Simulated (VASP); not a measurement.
# Al16O in VASP: a series of runs

Runs on Al16O. Level: PBE+D3(BJ). Tasks: single point.

All numbers are computed with VASP 6.6.1; they aren't measurements. Logs are shortened: lines on timing, memory, paths and dates and some standing lists are left out, and cuts for length are marked.

## 1. The cell of the first run

The cell holds a slab with vacuum, 17 atoms: a = 5.728 Å, b = 5.728 Å, c = 17.075 Å, α = 90.00°, β = 90.00°, γ = 90.00°.

## 2. Single point, PBE+D3(BJ)

The input, INCAR:

```
SYSTEM = Al16O
PREC = Accurate
ENCUT = 520
EDIFF = 1E-6
ISMEAR = -1
SIGMA = 0.15
LREAL = .FALSE.
LASPH = .TRUE.
NELM = 120
ALGO = Normal
ISIF = 2
LWAVE = .FALSE.
LCHARG = .FALSE.
GGA = PE
IVDW = 12
NBANDS = 41
GGA_COMPAT = .FALSE.
NELMDL = -8
```

The input, KPOINTS:

```
Automatic mesh
0
G
  3 3 1
  0 0 0
```

The input, POSCAR:

```
Al16O
1.0
    5.7275650000      0.0000000000      0.0000000000
    0.0000000000      5.7275650000      0.0000000000
    0.0000000000      0.0000000000     17.0750000000
Al O
16 1
Direct
    0.2499999564      0.2499999564      0.0585652123
    0.7500000436      0.2499999564      0.0585652123
    0.2499999564      0.7500000436      0.0585652123
    0.7500000436      0.7500000436      0.0585652123
    0.0093598239      0.0064056890      0.1728979209
    0.5082795219      0.0044809618      0.1758139385
    0.0091235979      0.5084476562      0.1733959004
    0.5080296775      0.5090704339      0.1765352269
    0.2610219177      0.2674174802      0.2943067643
    0.7776854562      0.2669596940      0.2921886969
    0.2604165994      0.7693218671      0.2928262958
    0.7848109973      0.7690618963      0.2932956955
    0.0207229425     -0.0045949719      0.4209975988
    0.5251544068      0.0304745559      0.4019193558
    0.0223112265      0.4968813099      0.4188024012
    0.5266679645      0.5203815234      0.4001730015
    0.0110994812      0.7430855870      0.4788767789
```

Potentials or basis: VASP PAW PBE potentials, release 64 (Al, O).

Started as:

```bash
$ cat potpaw_PBE.64/Al/POTCAR potpaw_PBE.64/O/POTCAR > POTCAR
$ mpirun -np 1 vasp_std > vasp.out
```

OUTCAR:

```text
SYSTEM = Al16O
   PREC = Accurate
   ENCUT = 520
   EDIFF = 1E-6
   ISMEAR = -1
   LREAL = .FALSE.
   LASPH = .TRUE.
   NELM = 120
   ISIF = 2
   GGA = PE
   IVDW = 12
   NELMDL = -8
 IVDW          = 12

 ion  position               nearest neighbor table
   1  0.250  0.250  0.059-   5 2.77   7 2.82   6 2.86   3 2.86   2 2.86   3 2.86   2 2.86   8 2.91

   2  0.750  0.250  0.059-   6 2.81   5 2.82   8 2.86   4 2.86   1 2.86   4 2.86   1 2.86   7 2.87

   3  0.250  0.750  0.059-   7 2.77   5 2.80   8 2.85   4 2.86   1 2.86   4 2.86   1 2.86   6 2.88
[... 23 lines left out ...]
  15  0.022  0.497  0.419-  17 1.74   9 2.85  13 2.86  16 2.86  13 2.87  10 2.89  16 2.91  12 2.98
                            11 2.99
  16  0.527  0.520  0.400-  12 2.75  10 2.75   9 2.77  11 2.78  14 2.81  15 2.86  15 2.91  14 2.92

  17  0.011  0.743  0.479-  15 1.74  13 1.75

  LATTYP: Found a simple tetragonal cell.
 ALAT       =     5.7275650000
 C/A-ratio  =     2.9811970707

  Lattice vectors:

 A1 = (   5.7275650000,   0.0000000000,   0.0000000000)
 A2 = (   0.0000000000,   5.7275650000,   0.0000000000)
 A3 = (   0.0000000000,   0.0000000000,  17.0750000000)

Analysis of symmetry for initial positions (statically):
=====================================================================
 Subroutine PRICEL returns:
 Original cell was already a primitive cell.

 Routine SETGRP: Setting up the symmetry group for a
 simple tetragonal supercell.

 Subroutine GETGRP returns: Found  1 space group operations
 (whereof  1 operations were pure point group operations)
 out of a pool of 16 trial point group operations.

The static configuration has the point symmetry C_1 .

Analysis of symmetry for dynamics (positions and initial velocities):
=====================================================================
 Subroutine PRICEL returns:
 Original cell was already a primitive cell.

 Routine SETGRP: Setting up the symmetry group for a
 simple tetragonal supercell.

 Subroutine GETGRP returns: Found  1 space group operations
 (whereof  1 operations were pure point group operations)
 out of a pool of 16 trial point group operations.

The dynamic configuration has the point symmetry C_1 .

 Subroutine INISYM returns: Found  1 space group operations
 (whereof  1 operations are pure point group operations),
 and found     1 'primitive' translations

----------------------------------------------------------------------------------------

                                     Primitive cell

  volume of cell :     560.1454

[... 105 lines left out ...]
   ISYM   =      2    0-nonsym 1-usesym 2-fastsym
   POTIM  = 0.5000    time-step for ionic-motion
   TEBEG  =    0.0;   TEEND  =   0.0 temperature during run
   PSTRESS=    0.0 pullay stress
   NELECT =      54.0000    total number of electrons
   NUPDOWN=      -1.0000    fix difference up-down
   EMIN   =  10.00;   EMAX   =-10.00  energy-range for DOS
   EFERMI =   0.00;   METHOD = LEGACY
   ISMEAR =    -1;   SIGMA  =   0.15  broadening in eV -4-tet -1-fermi 0-gaus
   EFERMI_NEDOS =   21; number of points for ismear=-14 and -15
   IALGO  =     38    algorithm
   IMIX   =      4    mixing-type and parameters
     AMIX     =   0.40;   BMIX     =  1.00
     AMIX_MAG =   1.60;   BMIX_MAG =  1.00
  volume/ion in A,a.u.               =      32.95       222.36
  Fermi-wavevector in a.u.,A,eV,Ry     =   0.750653  1.418528  7.666608  0.563480
  Thomas-Fermi vector in A             =   1.847453
   LORBIT       =      0    0 simple, 1 ext, 2 COOP (PROOUT), +10 PAW based schemes
   GGA     = PE    functional components
   LHFCALC =     F    Hartree Fock is set to
   AEXX    =    0.0000 exact exchange contribution
   IVDW    =    12    specifies the selected vdW correction
   LEPSILON=     F    determine dielectric tensor
   LRPA    =     F    only Hartree local field effects (RPA)
 non-spin polarized calculation
  energy-cutoff  :      520.00
  volume of cell :      560.15
 maximum number of plane-waves:     15083
 NGX is ok and might be reduce to    42
   NGX = 21   NGY = 21   NGZ = 63

 number of electron      54.0000003 magnetization

 Free energy of the ion-electron system (eV)
  ---------------------------------------------------
  ext. energy  EPLUGINS =         0.00000000
  ---------------------------------------------------
  free energy    TOTEN  =       -65.16201623 eV

  energy without entropy =      -64.76591353  energy(sigma->0) =      -64.96396488

 E-fermi :   1.5155     XC(G=0):  -6.0024

 val. band max:        1.4240593396   @ k =  -0.3333   0.3333   0.0000
 cond. band min:       1.6091080146   @ k =   0.0000   0.0000   0.0000
 fundamental gap:      0.1850486749
 Fermi energy:         1.5155163251

 k-point     1 :       0.0000    0.0000    0.0000
  band No.  band energies     occupation
      1     -17.0483      2.00000
      2      -9.1306      2.00000
      3      -7.6724      2.00000
      4      -5.4158      2.00000
      5      -4.8683      2.00000
      6      -4.7508      2.00000
[... 199 lines left out ...]
     38       4.3846      0.00000
     39       4.6878      0.00000
 [bands above 39 left out]

------------------------ aborting loop because EDIFF is reached ----------------------------------------

 Edisp (eV)   -3.97569

 E8    (eV) :    -1.8310

  FORCE on cell =-STRESS in cart. coord.  units (eV):
  Direction    XX          YY          ZZ          XY          YZ          ZX
  --------------------------------------------------------------------------------------
  -------------------------------------------------------------------------------------
  Total      -7.89933    -9.60588     0.14428    -0.08126    -0.71238    -0.58699
  in kB     -22.59435   -27.47560     0.41267    -0.23243    -2.03761    -1.67897
  external pressure =      -16.55 kB  Pullay stress =        0.00 kB

 VOLUME and BASIS-vectors are now :
 -----------------------------------------------------------------------------
  energy-cutoff  :      520.00
  volume of cell :      560.15
      direct lattice vectors                 reciprocal lattice vectors
     5.727565000  0.000000000  0.000000000     0.174594265  0.000000000  0.000000000
     0.000000000  5.727565000  0.000000000     0.000000000  0.174594265  0.000000000
     0.000000000  0.000000000 17.075000000     0.000000000  0.000000000  0.058565154

 POSITION                                       TOTAL-FORCE (eV/Angst)
 -----------------------------------------------------------------------------------
      1.43189      1.43189      1.00000         0.102243      0.056126     -0.050239
      4.29567      1.43189      1.00000        -0.008777      0.053736     -0.029510
      1.43189      4.29567      1.00000         0.177111      0.026505      0.033207
      4.29567      4.29567      1.00000        -0.099554      0.022745      0.065459
      0.05361      0.03669      2.95223        -0.028835     -0.002551     -0.010642
      2.91120      0.02566      3.00202         0.015674     -0.002748     -0.009035
[... 9 lines left out ...]
      3.01653      2.98052      6.83295        -0.113337     -0.038079      0.030855
      0.06357      4.25607      8.17682         0.076326      0.022031      0.219665
 -----------------------------------------------------------------------------------
    total drift:                                0.000001      0.000056     -0.000296

  FREE ENERGIE OF THE ION-ELECTRON SYSTEM (eV)
  ---------------------------------------------------
  free  energy   TOTEN  =       -69.1377046972 eV

  energy  without entropy=      -68.7416020011  energy(sigma->0) =      -68.93965335
```

Run time: 8.8 min. Hardware: 1 thread of Intel Xeon 8259CL, shared host; peak memory 0.64 GiB.

What came out:

* Free energy: -69.1377 eV
* Largest force: 0.234 eV/Å
* Band gap on the k mesh: 0.18 eV (least direct gap 0.22 eV)
* Dispersion energy per atom: -0.234 eV

Forces on the atoms (eV/Å):
```
Al   0.102  0.056 -0.050
Al  -0.009  0.054 -0.030
Al   0.177  0.027  0.033
Al  -0.100  0.023  0.065
Al  -0.029 -0.003 -0.011
Al   0.016 -0.003 -0.009
Al  -0.021  0.001 -0.018
Al   0.016  0.003 -0.021
Al  -0.026 -0.027 -0.026
Al   0.005 -0.015  0.033
Al  -0.036 -0.033  0.052
Al  -0.057 -0.022 -0.051
Al   0.051  0.131 -0.121
Al  -0.092 -0.058  0.034
Al   0.039 -0.119 -0.132
Al  -0.113 -0.038  0.031
O    0.076  0.022  0.220
```

## 3. Single point, PBE+D3(BJ)

The input, INCAR:

```
SYSTEM = Al16O
  PREC = Accurate
  ENCUT = 520
  EDIFF = 1E-6
  ISMEAR = -1
  SIGMA = 0.15
  LREAL = .False.
  LASPH = .True.
  NELM = 120
  ALGO = Normal
  ISIF = 2
  LWAVE = .False.
  LCHARG = .True.
  GGA = PE
  IVDW = 12
  LELF = .True.
  LVHAR = .True.
  NBANDS = 41
  GGA_COMPAT = .False.
  NELMDL = -8
```

The input, KPOINTS:

```
Automatic mesh
0
Gamma
  3 3 1
  0 0 0
```

The input, POSCAR:

```
Al16O
1.0
    5.7275650000      0.0000000000      0.0000000000
    0.0000000000      5.7275650000      0.0000000000
    0.0000000000      0.0000000000     17.0750000000
Al O
16 1
Direct
    0.2499999564      0.2499999564      0.0585652123
    0.7500000436      0.2499999564      0.0585652123
    0.2499999564      0.7500000436      0.0585652123
    0.7500000436      0.7500000436      0.0585652123
   -0.0004457392      0.0011390530      0.1749827233
    0.5007834918      0.0010180592      0.1749872914
    0.0001585316      0.5034280711      0.1739807321
    0.4998801410      0.5033446150      0.1740051537
    0.2499102149      0.2591710439      0.2925407321
    0.7501660828      0.2675379502      0.2936469693
    0.2495392021      0.7523017198      0.2975899854
    0.7497795311      0.7570917135      0.2905106296
   -0.0012143031      0.0139642239      0.4058558126
    0.4984584199      0.0163282302      0.4053966618
   -0.0051157866      0.5126691709      0.4144419327
    0.5097092744      0.5150841588      0.4148666471
   -0.2447774927      0.6283567275      0.4687966618
```

Potentials or basis: VASP PAW PBE potentials, release 64 (Al, O).

Started as:

```bash
$ cat potpaw_PBE.64/Al/POTCAR potpaw_PBE.64/O/POTCAR > POTCAR
$ mpirun -np 1 vasp_std > vasp.out
```

It took 7.9 min on 1 thread of Intel Xeon 8259CL, shared host; peak memory 0.66 GiB.

The run converged. Its results:

* Free energy: -68.9368 eV
* Largest force: 0.622 eV/Å
* Band gap on the k mesh: 0.18 eV (least direct gap 0.22 eV)
* Dispersion energy per atom: -0.234 eV

Forces on the atoms (eV/Å):
```
Al   0.000  0.011  0.000
Al   0.001 -0.093  0.056
Al   0.004  0.029 -0.043
Al  -0.001  0.084  0.025
Al  -0.004  0.009  0.005
Al   0.004  0.008  0.003
Al  -0.005  0.020 -0.015
Al   0.000  0.018 -0.015
Al  -0.003  0.052 -0.033
Al  -0.006  0.097 -0.061
Al   0.001  0.011 -0.008
Al  -0.003  0.038  0.035
Al   0.046  0.133 -0.097
Al  -0.061  0.152 -0.088
Al   0.178 -0.040 -0.025
Al  -0.023  0.046  0.057
O   -0.127 -0.573  0.205
```

Levels at points of the mesh, in eV from the valence-band top:
| k point | band 25 | band 26 | band 27 | band 28 | band 29 | band 30 |
| --- | --- | --- | --- | --- | --- | --- |
| (0.00, 0.00, 0.00) | -1.02 | -0.96 | -0.78 | 0.18 | 0.30 | 0.35 |

[end of part 1 of 2]
